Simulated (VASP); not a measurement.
Ru: electric field gradients with LDA

The system is Ru.

```
CELL_PARAMETERS angstrom
2.70783 0.00000 0.00000
-1.35391 2.34505 0.00000
0.00000 0.00000 4.26810
ATOMIC_POSITIONS crystal
Ru 0.33333 0.66667 0.25000
Ru 0.66667 0.33333 0.75000
```

- Program: VASP 6.6.1
- Task: electric field gradients
- Functional: LDA
- Potentials or basis: VASP PAW LDA potentials, release 64 (Ru_pv)
- Cutoff: 520 eV
- k mesh: 14 × 14 × 8
- Occupations: fermi-dirac, width 0.05 eV
- Spin: no spin polarisation
- Dipole correction: no
- Further INCAR settings: ALGO = Normal; EDIFF = 1e-08; NBANDS = 21

- Pressure: -10.8 GPa
- Band gap on the k mesh: zero (bands 14 and 15 overlap by 3.17 eV)
- Largest electric field gradient by atom: Ru -16.1 V/Å²

Stress tensor (GPa, compression positive):
```
-10.70   0.00   0.00
  0.00 -10.70   0.00
  0.00   0.00 -11.02
```

Levels at points of the mesh, in eV from the Fermi level:
```tsv
k point	band 10	band 11	band 12	band 13	band 14	band 15	band 16	band 17	band 18	band 19
(0.00, 0.00, 0.00)	-2.62	-2.41	-1.92	-1.92	-1.43	-1.43	1.20	1.20	1.34	9.96
(0.50, 0.00, 0.00)	-3.06	-2.06	-1.81	-1.51	1.43	1.86	1.96	4.08	6.12	9.97
(0.00, 0.00, 0.50)	-2.79	-2.79	-2.79	-2.71	-2.71	0.56	0.56	0.56	0.56	9.97
(0.50, 0.00, 0.50)	-4.54	-1.08	-1.08	0.45	0.45	1.69	1.69	3.40	3.40	9.97
```

Electric field gradients, principal values (V/Å²):
```tsv
atom	least	middle	greatest (by size)
1 Ru	8.057	8.062	-16.119
2 Ru	8.057	8.062	-16.119
```

Run time: 35 s on 1 thread of AMD EPYC 7R43 64-Core Processor (Zen 3) (shared host), peak memory 0.13 GiB.

Caveat: the cell stands under tension; without QUAD_EFG the Cq values of the log hold for a quadrupole moment of 1 mb, not for the nuclei.
